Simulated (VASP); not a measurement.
# AgCl (Immm) in VASP: further runs

AgCl is run at these levels: PBE; tasks: single point.

All numbers are computed with VASP 6.6.1; they aren't measurements. Logs are shortened: lines on timing, memory, paths and dates and some standing lists are left out, and cuts for length are marked.

**1. The cell of the first run**

It takes space group Immm (No. 71, orthorhombic). The conventional cell has a = 3.883 Å, b = 3.961 Å, c = 5.546 Å, α = 90.00°, β = 90.00°, γ = 90.00°. Ag (site symmetry mmm) has 6 Cl at 2.77 Å within 3.7 Å. Within 3.7 Å of Cl (site symmetry mmm) lie 6 Ag at 2.77 Å.

**2. Single point, PBE (strain -0.0200 x Voigt [0, 0, 0, 1, 0, 0])**

File INCAR:

```
ALGO = Normal
EDIFF = 1E-6
ENCUT = 520
GGA = PE
ISIF = 2
ISMEAR = 0
LASPH = True
LCHARG = True
LELF = True
LREAL = False
LVHAR = True
LWAVE = False
NBANDS = 16
NELM = 60
PREC = Accurate
SIGMA = 0.05
```

File KPOINTS:

```
k-points
0
Gamma
  8 8 8
```

File POSCAR:

```
AgCl
1.0
    0.0000000000      2.7454185000      2.7454185000
    2.7731500000     -0.0277315000      2.7731500000
    2.7731500000      2.7731500000     -0.0277315000
Ag Cl
1 1
Direct
    0.5000000000      0.5000000000      0.5000000000
    0.0000000000      0.0000000000      0.0000000000
```

Potentials or basis: VASP PAW PBE potentials, release 64 (Ag, Cl).

Command:

```sh
> cat potpaw_PBE.64/Ag/POTCAR potpaw_PBE.64/Cl/POTCAR > POTCAR
> mpirun -np 1 vasp_std > vasp.out
```

OUTCAR:

```text
EDIFF = 1E-6
   ENCUT = 520
   GGA = PE
   ISIF = 2
   ISMEAR = 0
   LASPH = True
   LREAL = False
   NELM = 60
   PREC = Accurate

 ion  position               nearest neighbor table
   1  0.500  0.500  0.500-   2 2.77   2 2.77   2 2.77   2 2.77   2 2.77   2 2.77
   2  0.000  0.000  0.000-   1 2.77   1 2.77   1 2.77   1 2.77   1 2.77   1 2.77

  LATTYP: Found a body centered orthorhombic cell.
 ALAT       =     3.8826080771
 B/A-ratio  =     1.0202020202
 C/A-ratio  =     1.4284985479

  Lattice vectors:

 A1 = (  -2.7731500000,   0.0277315000,  -2.7731500000)
 A2 = (  -2.7731500000,  -0.0277315000,   2.7731500000)
 A3 = (   2.7731500000,   2.7731500000,  -0.0277315000)

Analysis of symmetry for initial positions (statically):
=====================================================================
 Subroutine PRICEL returns:
 Original cell was already a primitive cell.

 Routine SETGRP: Setting up the symmetry group for a
 body centered orthorhombic supercell.

 Subroutine GETGRP returns: Found  8 space group operations
 (whereof  8 operations were pure point group operations)
 out of a pool of  8 trial point group operations.

The static configuration has the point symmetry D_2h.

Analysis of symmetry for dynamics (positions and initial velocities):
=====================================================================
 Subroutine PRICEL returns:
 Original cell was already a primitive cell.

 Routine SETGRP: Setting up the symmetry group for a
 body centered orthorhombic supercell.

 Subroutine GETGRP returns: Found  8 space group operations
 (whereof  8 operations were pure point group operations)
 out of a pool of  8 trial point group operations.

The dynamic configuration has the point symmetry D_2h.

 Subroutine INISYM returns: Found  8 space group operations
 (whereof  8 operations are pure point group operations),
 and found     1 'primitive' translations

----------------------------------------------------------------------------------------

                                     Primitive cell

  volume of cell :      42.6488

  direct lattice vectors                    reciprocal lattice vectors
     0.000000000  2.745418500  2.745418500    -0.180300380  0.182121596  0.182121596
     2.773150000 -0.027731500  2.773150000     0.180300380 -0.178515228  0.178515228
     2.773150000  2.773150000 -0.027731500     0.180300380  0.178515228 -0.178515228

  length of vectors
     3.882608077  3.921924385  3.921924385     0.314395895  0.310231527  0.310231527

  position of ions in fractional coordinates (direct lattice)
     0.500000000  0.500000000  0.500000000
     0.000000000  0.000000000  0.000000000

  ion indices of the primitive-cell ions
   primitive index   ion index
                 1           1
                 2           2

----------------------------------------------------------------------------------------

 KPOINTS: k-points

Automatic generation of k-mesh.
 Grid dimensions read from file:
 generate k-points for:    8    8    8

 Generating k-lattice:

  Cartesian coordinates                     Fractional coordinates (reciprocal lattice)
    -0.022537548  0.022765200  0.022765200     0.125000000  0.000000000  0.000000000
     0.022537548 -0.022314404  0.022314404     0.000000000  0.125000000 -0.000000000
     0.022537548  0.022314404 -0.022314404     0.000000000 -0.000000000  0.125000000

  Length of vectors
     0.039299487  0.038778941  0.038778941

  Shift w.r.t. Gamma in fractional coordinates (k-lattice)
     0.000000000  0.000000000  0.000000000

 Subroutine IBZKPT returns following result:
 ===========================================

 Found     95 irreducible k-points:

 Following reciprocal coordinates:
            Coordinates               Weight
  0.000000  0.000000  0.000000      1.000000
  0.125000  0.000000  0.000000      4.000000
  0.250000  0.000000  0.000000      4.000000
  0.375000 -0.000000 -0.000000      4.000000
  0.500000  0.000000  0.000000      2.000000
  0.000000  0.125000  0.000000      4.000000
[... 16 lines left out ...]
  0.125000  0.375000  0.000000      8.000000
  0.250000  0.375000  0.000000      8.000000
 [... further k-points ...]
   k-points           NKPTS =     95   k-points in BZ     NKDIM =     95   number of bands    NBANDS=     16
   number of dos      NEDOS =    301   number of ions     NIONS =      2
   total plane-waves  NPLWV =  27000
   dimension x,y,z NGX =    30 NGY =   30 NGZ =   30
   dimension x,y,z NGXF=    60 NGYF=   60 NGZF=   60
   ions per type =               1   1
   NGX,Y,Z   is equivalent  to a cutoff of  12.85, 12.72, 12.72 a.u.
   NGXF,Y,Z  is equivalent  to a cutoff of  25.69, 25.43, 25.43 a.u.
 SYSTEM =  unknown system
   PREC   = accura    normal or accurate (medium, high low for compatibility)
   ISTART =      0    job   : 0-new  1-cont  2-samecut
   ICHARG =      2    charge: 1-file 2-atom 10-const
   ISPIN  =      1    spin polarized calculation?
[... 110 lines left out ...]
  band No.  band energies     occupation
      1     -10.8799      2.00000
      2      -1.4106      2.00000
      3      -0.3836      2.00000
      4      -0.3345      2.00000
      5       1.7415      2.00000
      6       1.7580      2.00000
[... 8 lines left out ...]
     15      17.4757      0.00000
     16      17.6667      0.00000

 k-point     6 :       0.0000    0.1250    0.0000
  band No.  band energies     occupation
      1     -11.2712      2.00000
      2       0.6442      2.00000
      3       0.7190      2.00000
      4       0.7599      2.00000
      5       1.4314      2.00000
      6       1.4454      2.00000
[... 8 lines left out ...]
     15      15.9476      0.00000
     16      16.6228      0.00000

 k-point     7 :       0.1250    0.1250    0.0000
  band No.  band energies     occupation
      1     -11.2522      2.00000
      2       0.1832      2.00000
      3       1.0132      2.00000
      4       1.0149      2.00000
      5       1.3310      2.00000
      6       1.4466      2.00000
[... 8 lines left out ...]
     15      17.7753      0.00000
     16      17.8116      0.00000

 k-point     8 :       0.2500    0.1250    0.0000
  band No.  band energies     occupation
      1     -11.1342      2.00000
      2      -0.3875      2.00000
      3       0.4528      2.00000
      4       0.5287      2.00000
      5       1.3909      2.00000
      6       1.5767      2.00000
[... 8 lines left out ...]
     15      17.2546      0.00000
     16      17.7325      0.00000

 k-point     9 :       0.3750    0.1250    0.0000
  band No.  band energies     occupation
      1     -10.9791      2.00000
      2      -0.9063      2.00000
      3      -0.1397      2.00000
      4       0.0355      2.00000
      5       1.5381      2.00000
      6       1.7189      2.00000
[... 8 lines left out ...]
     15      17.6173      0.00000
     16      17.7532      0.00000
[... 172 lines left out ...]
 k-point    19 :      -0.3750    0.2500   -0.0000
  band No.  band energies     occupation
      1     -10.8586      2.00000
      2      -0.9258      2.00000
      3      -0.2391      2.00000
      4      -0.2203      2.00000
      5       1.6749      2.00000
      6       1.7461      2.00000
[... 8 lines left out ...]
     15      16.8950      0.00000
     16      19.4299      0.00000

 k-point    20 :      -0.2500    0.2500    0.0000
  band No.  band energies     occupation
      1     -10.9257      2.00000
      2      -0.9649      2.00000
      3      -0.2652      2.00000
      4       0.0794      2.00000
      5       1.6444      2.00000
      6       1.7344      2.00000
[... 8 lines left out ...]
     15      18.0557      0.00000
     16      19.6114      0.00000

 k-point    21 :      -0.1250    0.2500   -0.0000
  band No.  band energies     occupation
      1     -11.0359      2.00000
      2      -0.7535      2.00000
      3      -0.1266      2.00000
      4       0.2488      2.00000
      5       1.5666      2.00000
      6       1.6608      2.00000
[... 8 lines left out ...]
     15      17.5801      0.00000
     16      17.7322      0.00000

 k-point    22 :       0.0000    0.3750    0.0000
  band No.  band energies     occupation
      1     -10.9668      2.00000
      2      -1.1480      2.00000
      3      -0.2155      2.00000
      4      -0.1645      2.00000
      5       1.6757      2.00000
      6       1.6946      2.00000
[... 8 lines left out ...]
     15      16.8888      0.00000
     16      17.0502      0.00000

 k-point    23 :       0.1250    0.3750    0.0000
  band No.  band energies     occupation
      1     -10.9922      2.00000
      2      -0.9126      2.00000
      3      -0.1004      2.00000
      4       0.0530      2.00000
      5       1.5485      2.00000
      6       1.7067      2.00000
[... 8 lines left out ...]
     15      17.5734      0.00000
     16      17.8629      0.00000

 k-point    24 :       0.2500    0.3750    0.0000
  band No.  band energies     occupation
      1     -10.9754      2.00000
      2      -0.7894      2.00000
      3       0.3182      2.00000
      4       0.4344      2.00000
      5       1.3280      2.00000
      6       1.7059      2.00000
[... 8 lines left out ...]
     15      18.4235      0.00000
     16      19.4922      0.00000

 [... further k-points ...]
[... 5 lines left out ...]
  --------------------------------------------------------------------------------------
  -------------------------------------------------------------------------------------
  Total        0.3893759      0.3903545      0.3903545      0.0000000      0.0286311      0.0000000
  in kB       14.6275974     14.6643592     14.6643592      0.0000000      1.0755796      0.0000000
  external PRESSURE =      14.6521052 kB  Pullay stress =       0.0000000 kB

 VOLUME and BASIS-vectors are now :
 -----------------------------------------------------------------------------
  energy-cutoff  :      520.00
  volume of cell :       42.65
      direct lattice vectors                 reciprocal lattice vectors
     0.000000000  2.745418500  2.745418500    -0.180300380  0.182121596  0.182121596
     2.773150000 -0.027731500  2.773150000     0.180300380 -0.178515228  0.178515228
     2.773150000  2.773150000 -0.027731500     0.180300380  0.178515228 -0.178515228

 POSITION                                       TOTAL-FORCE (eV/Angst)
 -----------------------------------------------------------------------------------
      2.77315      2.74542      2.74542        -0.000000     -0.000000      0.000000
      0.00000      0.00000      0.00000         0.000000      0.000000     -0.000000
 -----------------------------------------------------------------------------------
    total drift:                                0.000000      0.000000      0.000000

  FREE ENERGIE OF THE ION-ELECTRON SYSTEM (eV)
  ---------------------------------------------------
  free  energy   TOTEN  =        -5.3940968096 eV

  energy  without entropy=       -5.3940968096  energy(sigma->0) =       -5.39409681
```

Wall time 54 s (1 thread of Intel Xeon Platinum 8259CL at 2.50GHz (Skylake/Cascade Lake), shared host); peak memory 0.21 GiB.

Results:

```
Free energy            : -5.3941 eV
Pressure               : 1.5 GPa
Band gap on the k mesh : 0.89 eV (least direct gap 3.16 eV)
```

Stress tensor (GPa, compression positive):
```
1.46 0.00 0.00
0.00 1.47 0.11
0.00 0.11 1.47
```

Caveat: the cell differs from its parent crystal (strain -0.0200 x Voigt [0, 0, 0, 1, 0, 0]). A k mesh can miss the band edges.

**3. Single point, PBE (strain +0.0100 x Voigt [0, 0, 0, 1, 0, 0])**

File INCAR:

```
SYSTEM = AgCl
PREC = Accurate
ENCUT = 520
EDIFF = 1E-7
ISMEAR = 0
SIGMA = 0.05
LREAL = .False.
LASPH = .True.
NELM = 80
ALGO = Normal
ISIF = 2
LWAVE = .False.
LCHARG = .True.
GGA = PE
LELF = .True.
LVHAR = .True.
NBANDS = 16
```

File KPOINTS:

```
Automatic mesh
0
Gamma
  8 8 8
  0 0 0
```

File POSCAR:

```
AgCl
1.0
    0.0000000000      2.7870157500      2.7870157500
    2.7731500000      0.0138657500      2.7731500000
    2.7731500000      2.7731500000      0.0138657500
Ag Cl
1 1
Direct
    0.5000000000      0.5000000000      0.5000000000
    0.0000000000      0.0000000000      0.0000000000
```

Potentials or basis: VASP PAW PBE potentials, release 64 (Ag, Cl).

Command:

```sh
> cat potpaw_PBE.64/Ag/POTCAR potpaw_PBE.64/Cl/POTCAR > POTCAR
> mpirun -np 1 vasp_std > vasp.out
```

It took 71 s on 1 thread of Intel Xeon Platinum 8259CL at 2.50GHz (Skylake/Cascade Lake), shared host; peak memory 0.21 GiB.

The run converged. Its results:

```
Free energy            : -5.3943 eV
Pressure               : 1.5 GPa
Band gap on the k mesh : 0.90 eV (least direct gap 3.17 eV)
```

Stress tensor (GPa, compression positive):
```
 1.47  0.00  0.00
 0.00  1.47 -0.05
 0.00 -0.05  1.47
```

Levels at points of the mesh, in eV from the valence-band top:
```tsv
k point	band 5	band 6	band 7	band 8	band 9	band 10	band 11	band 12	band 13	band 14
(0.00, 0.00, 0.00)	-2.41	-2.41	-2.35	-2.33	-2.31	0.90	10.79	10.85	10.91	12.37
(0.50, 0.00, 0.00)	-2.09	-2.08	-1.78	-0.02	-0.01	4.25	6.50	7.67	7.73	13.60
(0.00, 0.50, 0.00)	-2.08	-2.07	-1.76	-0.01	0.00	4.22	6.55	7.60	7.66	13.55
(0.50, 0.50, 0.00)	-2.77	-2.22	-1.96	-1.96	-1.88	2.38	8.02	8.62	11.50	11.50
(0.00, 0.50, 0.50)	-2.77	-2.22	-1.96	-1.96	-1.88	2.37	8.02	8.62	11.46	11.55
```

Caveat: the cell differs from its parent crystal (strain +0.0100 x Voigt [0, 0, 0, 1, 0, 0]).

**4. Single point, PBE (strain +0.0250 x Voigt [0, 0, 0, 1, 0, 0])**

File INCAR:

```
ALGO     = Normal         # electronic algorithm
EDIFF    = 1E-6           # SCF threshold, eV
ENCUT    = 520            # plane-wave cutoff, eV
GGA      = PE             # functional
ISIF     = 2              # what is computed and relaxed
ISMEAR   = 0              # smearing method
LASPH    = T              # aspherical terms in the spheres
LCHARG   = T              # write CHGCAR
LELF     = T              # ELF
LREAL    = F              # projectors in reciprocal space
LVHAR    = T            
LWAVE    = F              # write WAVECAR
NBANDS   = 16             # bands
NELM     = 60             # most SCF steps
PREC     = Accurate       # precision mode
SIGMA    = 0.05           # smearing width, eV
```

File KPOINTS:

```
k-points
0
Gamma
  8 8 8
```

File POSCAR:

```
AgCl
1.0
    0.0000000000      2.8078143750      2.8078143750
    2.7731500000      0.0346643750      2.7731500000
    2.7731500000      2.7731500000      0.0346643750
Ag Cl
1 1
Direct
    0.5000000000      0.5000000000      0.5000000000
    0.0000000000      0.0000000000      0.0000000000
```

Command:

```sh
> cat potpaw_PBE.64/Ag/POTCAR potpaw_PBE.64/Cl/POTCAR > POTCAR
> mpirun -np 1 vasp_std > vasp.out
```

Run time: 75 s. Hardware: 1 thread of Intel Xeon Platinum 8259CL at 2.50GHz (Skylake/Cascade Lake), shared host; peak memory 0.21 GiB.

It converged, with:

```
Free energy            : -5.3939 eV
Pressure               : 1.5 GPa
Band gap on the k mesh : 0.89 eV (least direct gap 3.16 eV)
```

Stress tensor (GPa, compression positive):
```
 1.46  0.00  0.00
 0.00  1.47 -0.13
 0.00 -0.13  1.47
```

Levels at points of the mesh, in eV from the valence-band top:
| k point | band 6 | band 7 | band 8 | band 9 | band 10 | band 11 | band 12 | band 13 |
| --- | --- | --- | --- | --- | --- | --- | --- | --- |
| (0.00, 0.00, 0.00) | -2.42 | -2.40 | -2.34 | -2.29 | 0.89 | 10.69 | 10.83 | 10.98 |
| (0.50, 0.00, 0.00) | -2.09 | -1.80 | -0.05 | -0.02 | 4.26 | 6.46 | 7.66 | 7.81 |
| (0.00, 0.50, 0.00) | -2.08 | -1.76 | -0.03 | 0.00 | 4.18 | 6.56 | 7.50 | 7.64 |
| (0.50, 0.50, 0.00) | -2.23 | -1.98 | -1.98 | -1.89 | 2.37 | 8.00 | 8.60 | 11.49 |
| (0.00, 0.50, 0.50) | -2.23 | -1.98 | -1.97 | -1.89 | 2.36 | 8.01 | 8.61 | 11.38 |

Caveat: the cell differs from its parent crystal (strain +0.0250 x Voigt [0, 0, 0, 1, 0, 0]). A k mesh can miss the band edges.

**5. Single point, PBE (strain +0.0150 x Voigt [0, 0, 0, 1, 0, 0])**

File INCAR:

```
SYSTEM = AgCl
PREC = Accurate
ENCUT = 520
EDIFF = 1E-6
ISMEAR = 0
SIGMA = 0.05
LREAL = .FALSE.
LASPH = .TRUE.
NELM = 100
ALGO = Normal
ISIF = 2
LWAVE = .FALSE.
LCHARG = .FALSE.
GGA = PE
NBANDS = 16
```

File KPOINTS:

```
regular mesh
0
G
  8 8 8
  0 0 0
```

File POSCAR:

```
AgCl
1.0
    0.0000000000      2.7939486250      2.7939486250
    2.7731500000      0.0207986250      2.7731500000
    2.7731500000      2.7731500000      0.0207986250
Ag Cl
1 1
Direct
    0.5000000000      0.5000000000      0.5000000000
    0.0000000000      0.0000000000      0.0000000000
```

Command:

```sh
> cat potpaw_PBE.64/Ag/POTCAR potpaw_PBE.64/Cl/POTCAR > POTCAR
> mpirun -np 1 vasp_std > vasp.out
```

Run time: 70 s. Hardware: 1 thread of Intel Xeon Platinum 8259CL at 2.50GHz (Skylake/Cascade Lake), shared host; peak memory 0.21 GiB.

It converged, with:

| Item | Value |
| --- | --- |
| Free energy | -5.3942 eV |
| Pressure | 1.5 GPa |
| Band gap on the k mesh | 0.90 eV (least direct gap 3.17 eV) |

Stress tensor (GPa, compression positive):
```
 1.47  0.00  0.00
 0.00  1.47 -0.08
 0.00 -0.08  1.47
```

Levels at points of the mesh, in eV from the valence-band top:
```csv
k point,band 5,band 6,band 7,band 8,band 9,band 10,band 11,band 12,band 13,band 14
"(0.00, 0.00, 0.00)",-2.41,-2.41,-2.37,-2.34,-2.30,0.90,10.75,10.84,10.93,12.36
"(0.50, 0.00, 0.00)",-2.10,-2.08,-1.78,-0.03,-0.01,4.26,6.49,7.67,7.76,13.59
"(0.00, 0.50, 0.00)",-2.09,-2.08,-1.76,-0.02,0.00,4.20,6.55,7.57,7.66,13.53
"(0.50, 0.50, 0.00)",-2.78,-2.22,-1.97,-1.97,-1.88,2.37,8.01,8.62,11.50,11.50
"(0.00, 0.50, 0.50)",-2.78,-2.22,-1.97,-1.97,-1.88,2.37,8.01,8.62,11.43,11.57
```

Caveat: the cell differs from its parent crystal (strain +0.0150 x Voigt [0, 0, 0, 1, 0, 0]). A k mesh can miss the band edges.

**6. Summary**

```tsv
cell	gap on the mesh (eV)	pressure (GPa)
a = 3.883, b = 3.922, c = 3.922 Å, angles 60.7, 60.3, 60.3°, 2 atoms	0.89	1.5
a = 3.941, b = 3.922, c = 3.922 Å, angles 59.7, 59.8, 59.8°, 2 atoms	0.90	1.5
a = 3.971, b = 3.922, c = 3.922 Å, angles 59.2, 59.6, 59.6°, 2 atoms	0.89	1.5
a = 3.951, b = 3.922, c = 3.922 Å, angles 59.5, 59.8, 59.8°, 2 atoms	0.90	1.5
```

Alike in all rows: task single point; level PBE; potentials or basis VASP PAW PBE potentials, release 64 (Ag, Cl); no spin polarisation; k mesh 8 × 8 × 8; cutoff (eV) 520; smearing gaussian 0.05 eV.

Total energies depend on the potentials used, so only differences within one code and one set of settings carry meaning.
